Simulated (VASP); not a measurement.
# SnTe (I4mm) in VASP: notebook, part 2 of 2

VASP 6.6.1. Earlier steps stand in the parts before.

## 4. Single point, PBE (the cell strained)

File INCAR:

```
SYSTEM = SnTe
PREC = Accurate
ENCUT = 520
EDIFF = 1E-6
ISMEAR = 0
SIGMA = 0.03
LREAL = .False.
LASPH = .True.
NELM = 60
ALGO = Normal
ISIF = 2
LWAVE = .False.
LCHARG = .False.
GGA = PE
NBANDS = 17
```

File KPOINTS:

```
regular mesh
0
Gamma
  10 10 10
  0 0 0
```

File POSCAR:

```
SnTe
1.0
    0.0000000000      3.2327813382      3.2327813382
    3.2327813382      0.0000000000      3.2327813382
    3.2327813382      3.2327813382      0.0000000000
Sn Te
1 1
Direct
    0.0143473360     -0.0143473360     -0.0143473360
    0.4866522551      0.5133477449      0.5133477449
```

Potentials or basis: VASP PAW PBE potentials, release 64 (Sn_d, Te).

Command:

```bash
$ cat potpaw_PBE.64/Sn_d/POTCAR potpaw_PBE.64/Te/POTCAR > POTCAR
$ mpirun -np 1 vasp_std > vasp.out
```

OUTCAR:

```text
SYSTEM = SnTe
   PREC = Accurate
   ENCUT = 520
   EDIFF = 1E-6
   ISMEAR = 0
   LREAL = .False.
   LASPH = .True.
   NELM = 60
   ISIF = 2
   GGA = PE

 ion  position               nearest neighbor table
   1  0.014  0.986  0.986-   2 3.05   2 3.24   2 3.24   2 3.24   2 3.24   2 3.41
   2  0.487  0.513  0.513-   1 3.05   1 3.24   1 3.24   1 3.24   1 3.24   1 3.41

  LATTYP: Found a face centered cubic cell.
 ALAT       =     6.4655626764

  Lattice vectors:

 A1 = (   0.0000000000,   3.2327813382,   3.2327813382)
 A2 = (   3.2327813382,   0.0000000000,   3.2327813382)
 A3 = (   3.2327813382,   3.2327813382,   0.0000000000)

Analysis of symmetry for initial positions (statically):
=====================================================================
 Subroutine PRICEL returns:
 Original cell was already a primitive cell.

 Routine SETGRP: Setting up the symmetry group for a
 face centered cubic supercell.

 Subroutine GETGRP returns: Found  8 space group operations
 (whereof  8 operations were pure point group operations)
 out of a pool of 48 trial point group operations.

The static configuration has the point symmetry C_4v.

Analysis of symmetry for dynamics (positions and initial velocities):
=====================================================================
 Subroutine PRICEL returns:
 Original cell was already a primitive cell.

 Routine SETGRP: Setting up the symmetry group for a
 face centered cubic supercell.

 Subroutine GETGRP returns: Found  8 space group operations
 (whereof  8 operations were pure point group operations)
 out of a pool of 48 trial point group operations.

The dynamic configuration has the point symmetry C_4v.

 Subroutine INISYM returns: Found  8 space group operations
 (whereof  8 operations are pure point group operations),
 and found     1 'primitive' translations

----------------------------------------------------------------------------------------

                                     Primitive cell

  volume of cell :      67.5708

[... 109 lines left out ...]
  volume/ion in A,a.u.               =      33.79       228.00
  Fermi-wavevector in a.u.,A,eV,Ry     =   1.091018  2.061725 16.195284  1.190320
  Thomas-Fermi vector in A             =   2.227254
   LORBIT       =      0    0 simple, 1 ext, 2 COOP (PROOUT), +10 PAW based schemes
   GGA     = PE    functional components
   LHFCALC =     F    Hartree Fock is set to
   AEXX    =    0.0000 exact exchange contribution
   IVDW    =     0    specifies the selected vdW correction
   LEPSILON=     F    determine dielectric tensor
   LRPA    =     F    only Hartree local field effects (RPA)
 non-spin polarized calculation
 Gauss-broadening in eV      SIGMA  =   0.03
  energy-cutoff  :      520.00
  volume of cell :       67.57
 maximum number of plane-waves:      1849
 NGX is ok and might be reduce to    36
   NGX = 17   NGY = 17   NGZ = 17

 number of electron      20.0000004 magnetization

 Free energy of the ion-electron system (eV)
  ---------------------------------------------------
  ext. energy  EPLUGINS =         0.00000000
  ---------------------------------------------------
  free energy    TOTEN  =        -7.56254939 eV

  energy without entropy =       -7.56254939  energy(sigma->0) =       -7.56254939

 E-fermi :   5.9782     XC(G=0):  -9.1450

 val. band max:        5.7975987322   @ k =   0.5000   0.0000   0.0000
 cond. band min:       6.2662588587   @ k =   0.5000   0.0000   0.0000
 fundamental gap:      0.4686601265
 Fermi energy:         5.9782244970

 k-point     1 :       0.0000    0.0000    0.0000
  band No.  band energies     occupation
      1     -15.8297      2.00000
      2     -15.8280      2.00000
      3     -15.8230      2.00000
      4     -15.8208      2.00000
      5     -15.8208      2.00000
      6      -6.2620      2.00000
[... 457 lines left out ...]
      4     -15.8206      2.00000
      5     -15.8201      2.00000
      6      -6.0673      2.00000
[... 9 lines left out ...]
     16      11.9026      0.00000
     17      13.3069      0.00000

 [... further k-points ...]

------------------------ aborting loop because EDIFF is reached ----------------------------------------

  FORCE on cell =-STRESS in cart. coord.  units (eV):
  Direction    XX          YY          ZZ          XY          YZ          ZX
  --------------------------------------------------------------------------------------
  -------------------------------------------------------------------------------------
  Total       -0.0857117     -0.4012376     -0.4012376     -0.0000000      0.0000000      0.0000000
  in kB       -2.0323172     -9.5137826     -9.5137826     -0.0000000      0.0000000      0.0000000
  external PRESSURE =      -7.0199608 kB  Pullay stress =       0.0000000 kB

 VOLUME and BASIS-vectors are now :
 -----------------------------------------------------------------------------
  energy-cutoff  :      520.00
  volume of cell :       67.57
      direct lattice vectors                 reciprocal lattice vectors
     0.000000000  3.232781338  3.232781338    -0.154665580  0.154665580  0.154665580
     3.232781338  0.000000000  3.232781338     0.154665580 -0.154665580  0.154665580
     3.232781338  3.232781338  0.000000000     0.154665580  0.154665580 -0.154665580

 POSITION                                       TOTAL-FORCE (eV/Angst)
 -----------------------------------------------------------------------------------
      6.37280      3.23278      3.23278         0.019082      0.000000      0.000000
      3.31908      3.23278      3.23278        -0.019082      0.000000      0.000000
 -----------------------------------------------------------------------------------
    total drift:                               -0.000176      0.000000      0.000000

  FREE ENERGIE OF THE ION-ELECTRON SYSTEM (eV)
  ---------------------------------------------------
  free  energy   TOTEN  =        -7.5625493900 eV

  energy  without entropy=       -7.5625493900  energy(sigma->0) =       -7.56254939
```

OSZICAR:

```text
N       E                     dE             d eps       ncg     rms          rms(c)
DAV:   1     0.124432640335E+03    0.12443E+03   -0.95134E+03  3513   0.133E+03
DAV:   2     0.424085820263E+01   -0.12019E+03   -0.11693E+03  3671   0.325E+02
DAV:   3    -0.728846994909E+01   -0.11529E+02   -0.11446E+02  4287   0.902E+01
DAV:   4    -0.761949972815E+01   -0.33103E+00   -0.33078E+00  4118   0.158E+01
DAV:   5    -0.763266996178E+01   -0.13170E-01   -0.13170E-01  5146   0.309E+00    0.391E+00
DAV:   6    -0.756042566736E+01    0.72244E-01   -0.17532E-01  4501   0.256E+00    0.245E+00
DAV:   7    -0.756147655995E+01   -0.10509E-02   -0.56212E-02  4064   0.108E+00    0.874E-01
DAV:   8    -0.756244117056E+01   -0.96461E-03   -0.69508E-03  4297   0.644E-01    0.160E-01
DAV:   9    -0.756252338730E+01   -0.82217E-04   -0.79950E-04  4736   0.241E-01    0.446E-02
DAV:  10    -0.756254039182E+01   -0.17005E-04   -0.11921E-04  4353   0.781E-02    0.241E-02
DAV:  11    -0.756254960855E+01   -0.92167E-05   -0.34477E-05  4223   0.387E-02    0.210E-02
DAV:  12    -0.756254939001E+01    0.21854E-06   -0.19131E-06  4185   0.754E-03
   1 F= -.75625494E+01 E0= -.75625494E+01  d E =-.122211E-19
```

Wall time 58 s (1 thread of Intel Xeon 6975P-C (Granite Rapids), shared host); peak memory 0.27 GiB.

Results:

* Free energy: -7.5625 eV
* Pressure: -0.7 GPa
* Largest force: 0.019 eV/Å
* Band gap on the k mesh: 0.47 eV

Forces on the atoms (eV/Å):
```
Sn   0.019  0.000  0.000
Te  -0.019  0.000  0.000
```

Stress tensor (GPa, compression positive):
```
-0.20  0.00  0.00
 0.00 -0.95  0.00
 0.00  0.00 -0.95
```

Levels at points of the mesh, in eV from the valence-band top:
```tsv
k point	band 8	band 9	band 10	band 11	band 12	band 13
(0.00, 0.00, 0.00)	-1.78	-1.69	-1.69	3.24	3.24	3.48
(0.50, 0.00, 0.00)	-1.53	-1.41	0.00	0.47	0.74	0.89
(0.50, 0.50, 0.00)	-4.82	-3.15	-3.12	2.51	4.87	4.97
(0.00, 0.50, 0.50)	-4.61	-3.15	-3.15	2.70	4.80	4.80
```

Caveat: the cell differs from its parent crystal (the cell strained); semilocal functionals underestimate gaps, and a narrow one can read as zero; spin-orbit coupling is left out, which moves the levels of the heavy elements.

## 5. The runs side by side

```tsv
cell	gap on the mesh (eV)	pressure (GPa)	largest force (eV/Å)
a = 4.648 Å, angles 60.0°, 2 atoms, atomic positions A	0.51	-2.3	0.06
a = 4.648 Å, angles 60.0°, 2 atoms, atomic positions B	0.43	-2.4	0.07
a = 4.572 Å, angles 60.0°, 2 atoms, atomic positions A	0.47	-0.7	0.02
```

Alike in all rows: task single point; level PBE; potentials or basis VASP PAW PBE potentials, release 64 (Sn_d, Te); no spin polarisation; k mesh 10 × 10 × 10; cutoff (eV) 520; smearing gaussian 0.03 eV.

Caveats: semilocal functionals underestimate gaps, and a narrow one can read as zero; spin-orbit coupling is left out, which moves the levels of the heavy elements.

Total energies depend on the potentials used, so only differences within one code and one set of settings carry meaning.
